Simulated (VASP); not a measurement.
Crystal: In3As.

```xyz
8
Lattice="6.6626 0.0000 0.0000 -3.3313 5.7699 0.0000 0.0000 0.0000 5.3477" Properties=species:S:1:pos:R:3 pbc="T T T"
In    3.3313    3.8428    1.3369
In   -1.6623    4.8064    4.0108
In    1.6690    0.9636    1.3369
In    0.0000    1.9272    4.0108
In    4.9936    0.9636    1.3369
In    1.6623    4.8064    4.0108
As    0.0000    3.8466    1.3369
As    3.3313    1.9233    4.0108
```

| Property | Result |
| --- | --- |
| Program | VASP 6.6.1 |
| Task | relaxation of cell and atoms |
| Functional | PBE |
| Potentials or basis | VASP PAW PBE potentials, release 64 (In_d, As) |
| Cutoff | 600 eV |
| k mesh | 6 × 6 × 8 |
| Occupations | gaussian, width 0.1 eV |
| Spin | no spin polarisation |

At the start: pressure -0.0 GPa; volume 25.70 Å³/atom.

**Question.** How do energy, volume and symmetry change on relaxing?

**Answer.** Over 11 steps the energy falls by 8.0 meV/atom and the volume is 25.91 Å³/atom (+0.8 %); space group P6_3/mmc (No. 194, to 0.1 Å) before and after.

The path:
```csv
step,energy change (eV),largest force (eV/Å),pressure (GPa),volume (Å³)
1,0.0000,0.2570,-0.04,205.58
2,-0.0202,0.1889,0.09,205.38
3,-0.0486,0.0214,0.27,204.88
4,-0.0507,0.0502,0.43,204.68
5,-0.0581,0.0439,-0.20,207.93
6,-0.0581,0.0454,-0.24,208.36
7,-0.0631,0.0205,-0.11,207.75
8,-0.0636,0.0147,-0.07,207.53
9,-0.0636,0.0128,-0.04,207.45
10,-0.0636,0.0124,-0.02,207.42
11,-0.0637,0.0054,-0.02,207.27
```

Final structure:
```
In As
1.0
     6.81367    0.00000    0.00000
    -3.40683    5.90081    0.00000
     0.00000    0.00000    5.15529
In As
6 2
Direct
  0.82801 0.65603 0.25000
  0.17199 0.82801 0.75000
  0.34397 0.17199 0.25000
  0.17199 0.34397 0.75000
  0.82801 0.17199 0.25000
  0.65603 0.82801 0.75000
  0.33333 0.66667 0.25000
  0.66667 0.33333 0.75000
```
